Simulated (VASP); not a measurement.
SiC:

```
CELL_PARAMETERS angstrom
3.07600 0.00000 0.00000
-1.53800 2.66389 0.00000
0.00000 0.00000 5.04800
ATOMIC_POSITIONS crystal
Si 0.33333 0.66667 0.00000
Si 0.66667 0.33333 0.50000
C 0.33333 0.66667 0.38500
C 0.66667 0.33333 0.88500
```

Program: VASP 6.6.1. Alike in all runs: task single point; potentials or basis VASP PAW PBE potentials, release 64 (Si, C); no spin polarisation; cell as given; k mesh 12 × 12 × 4; cutoff (eV) 520; smearing gaussian 0.01 eV.

Q: Order these runs on this cell by their pressure, lowest first.
A. level revPBE
B. level BLYP
C. level PBEsol

A: C (0.6 GPa), A (5.7 GPa), B (8.8 GPa).

Caveats: the PAW data sets were made with another functional, which shifts forces and pressure a little; the cell stands under pressure (at least some runs).
